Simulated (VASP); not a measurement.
# C in VASP: single point with LDA

Aim: the single point of C with LDA.

Everything below comes from runs of VASP 6.6.1. Logs are shortened: lines on timing, memory, paths and dates and some standing lists are left out, and cuts for length are marked.

### 1 The cell of the first run

The cell holds a slab with vacuum, 2 atoms: a = 2.456 Å, b = 2.456 Å, c = 8.524 Å, α = 90.00°, β = 90.00°, γ = 120.00°.

### 2 Single point, LDA

Input file INCAR:

```
ALGO = Normal
EDIFF = 1E-7
ENCUT = 520
GGA = CA
ISIF = 2
ISMEAR = 0
LASPH = T
LCHARG = F
LREAL = F
LWAVE = F
NBANDS = 11
NELM = 80
PREC = Accurate
SIGMA = 0.1
```

Input file KPOINTS:

```
k-points
0
Gamma
  12 12 2
```

Input file POSCAR:

```
C
1.0
    2.4561701622      0.0000000000      0.0000000000
   -1.2280850811      2.1271057565      0.0000000000
    0.0000000000      0.0000000000      8.5238033600
C
2
Direct
    0.3333333300      0.6666666700      0.0000000000
    0.6666666700      0.3333333300      0.0000000000
```

Potentials or basis: VASP PAW LDA potentials, release 64 (C).

The run is started by

```bash
cat potpaw_LDA.64/C/POTCAR > POTCAR
mpirun -np 1 vasp_std > vasp.out
```

OUTCAR:

```text
EDIFF = 1E-7
   ENCUT = 520
   GGA = CA
   ISIF = 2
   ISMEAR = 0
   LASPH = T
   LREAL = F
   NELM = 80
   PREC = Accurate

 ion  position               nearest neighbor table
   1  0.333  0.667  0.000-   2 1.42   2 1.42   2 1.42
   2  0.667  0.333  0.000-   1 1.42   1 1.42   1 1.42

  LATTYP: Found a hexagonal cell.
 ALAT       =     2.4561701622
 C/A-ratio  =     3.4703635323

  Lattice vectors:

 A1 = (   2.4561701622,   0.0000000000,   0.0000000000)
 A2 = (  -1.2280850811,   2.1271057565,   0.0000000000)
 A3 = (   0.0000000000,   0.0000000000,   8.5238033600)

Analysis of symmetry for initial positions (statically):
=====================================================================
 Subroutine PRICEL returns:
 Original cell was already a primitive cell.

 Routine SETGRP: Setting up the symmetry group for a
 hexagonal supercell.

 Subroutine GETGRP returns: Found 24 space group operations
 (whereof 24 operations were pure point group operations)
 out of a pool of 24 trial point group operations.

The static configuration has the point symmetry D_6h.

Analysis of symmetry for dynamics (positions and initial velocities):
=====================================================================
 Subroutine PRICEL returns:
 Original cell was already a primitive cell.

 Routine SETGRP: Setting up the symmetry group for a
 hexagonal supercell.

 Subroutine GETGRP returns: Found 24 space group operations
 (whereof 24 operations were pure point group operations)
 out of a pool of 24 trial point group operations.

The dynamic configuration has the point symmetry D_6h.

 Subroutine INISYM returns: Found 24 space group operations
 (whereof 24 operations are pure point group operations),
 and found     1 'primitive' translations

----------------------------------------------------------------------------------------

                                     Primitive cell

  volume of cell :      44.5329

  direct lattice vectors                    reciprocal lattice vectors
     2.456170162  0.000000000  0.000000000     0.407137916  0.235061185  0.000000000
    -1.228085081  2.127105756  0.000000000     0.000000000  0.470122370  0.000000000
     0.000000000  0.000000000  8.523803360     0.000000000  0.000000000  0.117318521

  length of vectors
     2.456170162  2.456170162  8.523803360     0.470122370  0.470122370  0.117318521

  position of ions in fractional coordinates (direct lattice)
     0.333333330  0.666666670  0.000000000
     0.666666670  0.333333330  0.000000000

  ion indices of the primitive-cell ions
   primitive index   ion index
                 1           1
                 2           2

----------------------------------------------------------------------------------------

 KPOINTS: k-points

Automatic generation of k-mesh.
 Grid dimensions read from file:
 generate k-points for:   12   12    2

 Generating k-lattice:

  Cartesian coordinates                     Fractional coordinates (reciprocal lattice)
     0.033928160  0.019588432  0.000000000     0.083333333 -0.000000000  0.000000000
     0.000000000  0.039176864  0.000000000     0.000000000  0.083333333  0.000000000
     0.000000000  0.000000000  0.058659260     0.000000000  0.000000000  0.500000000

  Length of vectors
     0.039176864  0.039176864  0.058659260

  Shift w.r.t. Gamma in fractional coordinates (k-lattice)
     0.000000000  0.000000000  0.000000000

 Subroutine IBZKPT returns following result:
 ===========================================

 Found     38 irreducible k-points:

 Following reciprocal coordinates:
            Coordinates               Weight
  0.000000  0.000000  0.000000      1.000000
  0.083333 -0.000000  0.000000      6.000000
  0.166667 -0.000000  0.000000      6.000000
  0.250000 -0.000000  0.000000      6.000000
  0.333333 -0.000000  0.000000      6.000000
  0.416667  0.000000  0.000000      6.000000
[... 16 lines left out ...]
  0.250000 -0.000000  0.500000      6.000000
  0.333333 -0.000000  0.500000      6.000000
 [... further k-points ...]
   k-points           NKPTS =     38   k-points in BZ     NKDIM =     38   number of bands    NBANDS=     11
   number of dos      NEDOS =    301   number of ions     NIONS =      2
   total plane-waves  NPLWV =  20736
   dimension x,y,z NGX =    18 NGY =   18 NGZ =   64
   dimension x,y,z NGXF=    36 NGYF=   36 NGZF=  128
   ions per type =               2
   NGX,Y,Z   is equivalent  to a cutoff of  12.18, 12.18, 12.48 a.u.
   NGXF,Y,Z  is equivalent  to a cutoff of  24.37, 24.37, 24.96 a.u.
 SYSTEM =  unknown system
   PREC   = accura    normal or accurate (medium, high low for compatibility)
   ISTART =      0    job   : 0-new  1-cont  2-samecut
   ICHARG =      2    charge: 1-file 2-atom 10-const
   ISPIN  =      1    spin polarized calculation?
   LNONCOLLINEAR =      F non collinear calculations
   LSORBIT =      F    spin-orbit coupling
   LASPH  =      T    aspherical Exc in radial PAW
   ENCUT  =  520.0 eV  38.22 Ry    6.18 a.u.   4.57  4.57 15.85*2*pi/ulx,y,z
   NELM   =     80;   NELMIN=  2; NELMDL= -5     # of ELM steps
   EDIFF  = 0.1E-06   stopping-criterion for ELM
   LREAL  =      F    real-space projection
   EDIFFG = 0.1E-05   stopping-criterion for IOM
   NSW    =      0    number of steps for IOM
   IBRION =     -1    ionic relax: 0-MD 1-quasi-New 2-CG
   NFREE  =      0    steps in history (QN), initial steepest desc. (CG)
   ISIF   =      2    stress and relaxation
   ISYM   =      2    0-nonsym 1-usesym 2-fastsym
   POTIM  = 0.5000    time-step for ionic-motion
   TEBEG  =    0.0;   TEEND  =   0.0 temperature during run
   PSTRESS=    0.0 pullay stress
   NELECT =       8.0000    total number of electrons
   NUPDOWN=      -1.0000    fix difference up-down
   EMIN   =  10.00;   EMAX   =-10.00  energy-range for DOS
   EFERMI =   0.00;   METHOD = LEGACY
   ISMEAR =     0;   SIGMA  =   0.10  broadening in eV -4-tet -1-fermi 0-gaus
   EFERMI_NEDOS =   21; number of points for ismear=-14 and -15
   IALGO  =     38    algorithm
   IMIX   =      4    mixing-type and parameters
     AMIX     =   0.40;   BMIX     =  1.00
     AMIX_MAG =   1.60;   BMIX_MAG =  1.00
  volume/ion in A,a.u.               =      22.27       150.26
  Fermi-wavevector in a.u.,A,eV,Ry     =   0.923729  1.745594 11.609511  0.853275
  Thomas-Fermi vector in A             =   2.049397
   LORBIT       =      0    0 simple, 1 ext, 2 COOP (PROOUT), +10 PAW based schemes
   GGA     = CA    functional components
   LHFCALC =     F    Hartree Fock is set to
   AEXX    =    0.0000 exact exchange contribution
   IVDW    =     0    specifies the selected vdW correction
   LEPSILON=     F    determine dielectric tensor
   LRPA    =     F    only Hartree local field effects (RPA)
 non-spin polarized calculation
 Gauss-broadening in eV      SIGMA  =   0.10
  energy-cutoff  :      520.00
  volume of cell :       44.53
 maximum number of plane-waves:      1223
   NGX =  9   NGY =  9   NGZ = 31

 number of electron       7.9999997 magnetization

 Free energy of the ion-electron system (eV)
  ---------------------------------------------------
  ext. energy  EPLUGINS =         0.00000000
  ---------------------------------------------------
  free energy    TOTEN  =       -20.16853954 eV

  energy without entropy =      -20.16697235  energy(sigma->0) =      -20.16775595

 E-fermi :  -0.8928     XC(G=0):  -5.1105

 val. band max:       -0.8928083356   @ k =   0.3333   0.3333   0.5000
 cond. band min:      -0.8927490206   @ k =   0.3333   0.3333   0.0000
 fundamental gap:      0.0000593150
 Fermi energy:        -0.8927786783

 k-point     1 :       0.0000    0.0000    0.0000
  band No.  band energies     occupation
      1     -20.2869      2.00000
      2      -8.6129      2.00000
      3      -3.9265      2.00000
      4      -3.9265      2.00000
      5       2.2388      0.00000
      6       4.5836      0.00000
      7       6.2040      0.00000
      8       7.4418      0.00000
      9       7.4418      0.00000
     10      10.5763      0.00000
     11      12.1657      0.00000

 k-point     2 :       0.0833   -0.0000    0.0000
  band No.  band energies     occupation
      1     -20.1228      2.00000
      2      -8.4147      2.00000
      3      -4.5637      2.00000
      4      -4.2685      2.00000
      5       2.4626      0.00000
      6       4.8022      0.00000
      7       6.4152      0.00000
      8       7.5243      0.00000
      9       8.1411      0.00000
     10      10.0152      0.00000
     11      12.4350      0.00000

 k-point     3 :       0.1667   -0.0000    0.0000
  band No.  band energies     occupation
      1     -19.6320      2.00000
      2      -7.8253      2.00000
      3      -6.1763      2.00000
      4      -5.0682      2.00000
      5       3.1340      0.00000
      6       5.4525      0.00000
      7       7.0234      0.00000
      8       7.5672      0.00000
      9       8.5077      0.00000
     10       9.9923      0.00000
     11      13.2924      0.00000

 k-point     4 :       0.2500   -0.0000    0.0000
  band No.  band energies     occupation
      1     -18.8202      2.00000
      2      -8.2543      2.00000
      3      -6.8637      2.00000
      4      -5.9550      2.00000
      5       4.2512      0.00000
      6       6.2208      0.00000
      7       6.7159      0.00000
      8       7.2325      0.00000
      9       8.2327      0.00000
     10      12.5475      0.00000
     11      14.4783      0.00000

 k-point     5 :       0.3333   -0.0000    0.0000
  band No.  band energies     occupation
      1     -17.6987      2.00000
      2     -10.4458      2.00000
      3      -6.6937      2.00000
      4      -5.5794      2.00000
      5       4.0253      0.00000
      6       5.8043      0.00000
      7       6.9770      0.00000
      8       8.0717      0.00000
      9       9.7342      0.00000
     10      14.9135      0.00000
     11      15.0864      0.00000
[... 211 lines left out ...]
 k-point    21 :       0.0833   -0.0000    0.5000
  band No.  band energies     occupation
      1     -20.1227      2.00000
      2      -8.4150      2.00000
      3      -4.5637      2.00000
      4      -4.2685      2.00000
      5       3.0676      0.00000
      6       3.3968      0.00000
      7       7.5101      0.00000
      8       8.1410      0.00000
      9       8.3751      0.00000
     10      10.0156      0.00000
     11      10.4956      0.00000

 k-point    22 :       0.1667   -0.0000    0.5000
  band No.  band energies     occupation
      1     -19.6320      2.00000
      2      -7.8257      2.00000
      3      -6.1763      2.00000
      4      -5.0682      2.00000
      5       3.7263      0.00000
      6       4.0721      0.00000
      7       7.4943      0.00000
      8       8.4871      0.00000
      9       9.0201      0.00000
     10       9.9920      0.00000
     11      11.1508      0.00000

 k-point    23 :       0.2500   -0.0000    0.5000
  band No.  band energies     occupation
      1     -18.8202      2.00000
      2      -8.2543      2.00000
      3      -6.8640      2.00000
      4      -5.9550      2.00000
      5       4.8211      0.00000
      6       5.1750      0.00000
      7       6.4100      0.00000
      8       7.2727      0.00000
      9      10.0371      0.00000
     10      12.2157      0.00000
     11      12.5471      0.00000

 k-point    24 :       0.3333   -0.0000    0.5000
  band No.  band energies     occupation
      1     -17.6988      2.00000
      2     -10.4459      2.00000
      3      -6.6937      2.00000
      4      -5.5796      2.00000
      5       4.0222      0.00000
      6       6.3226      0.00000
      7       6.7928      0.00000
      8       7.0137      0.00000
      9      11.4101      0.00000
     10      13.6759      0.00000
     11      14.9762      0.00000

 [... further k-points ...]

------------------------ aborting loop because EDIFF is reached ----------------------------------------

  FORCE on cell =-STRESS in cart. coord.  units (eV):
  Direction    XX          YY          ZZ          XY          YZ          ZX
  --------------------------------------------------------------------------------------
  -------------------------------------------------------------------------------------
  Total       -0.5061256     -0.5061256     -0.0135026      0.0000000      0.0000000      0.0000000
  in kB      -18.2090761    -18.2090761     -0.4857868      0.0000000      0.0000000      0.0000000
  external PRESSURE =     -12.3013130 kB  Pullay stress =       0.0000000 kB

 VOLUME and BASIS-vectors are now :
 -----------------------------------------------------------------------------
  energy-cutoff  :      520.00
  volume of cell :       44.53
      direct lattice vectors                 reciprocal lattice vectors
     2.456170162  0.000000000  0.000000000     0.407137916  0.235061185  0.000000000
    -1.228085081  2.127105756  0.000000000     0.000000000  0.470122370  0.000000000
     0.000000000  0.000000000  8.523803360     0.000000000  0.000000000  0.117318521

 POSITION                                       TOTAL-FORCE (eV/Angst)
 -----------------------------------------------------------------------------------
     -0.00000      1.41807      0.00000        -0.000000      0.000000     -0.000000
      1.22809      0.70904      0.00000         0.000000     -0.000000      0.000000
 -----------------------------------------------------------------------------------
    total drift:                                0.000000     -0.000000     -0.000000

  FREE ENERGIE OF THE ION-ELECTRON SYSTEM (eV)
  ---------------------------------------------------
  free  energy   TOTEN  =       -20.1685395448 eV

  energy  without entropy=      -20.1669723517  energy(sigma->0) =      -20.16775595
```

It took 12 s on 1 thread of Intel Xeon 6975P-C, shared host; peak memory 0.14 GiB.

Results:

```yaml
Free_energy: -20.1685 eV
Band_gap_on_the_k_mesh: zero (filled and empty bands touch)
```

Caveat: the k points lie up to 0.37 Å⁻¹ apart.
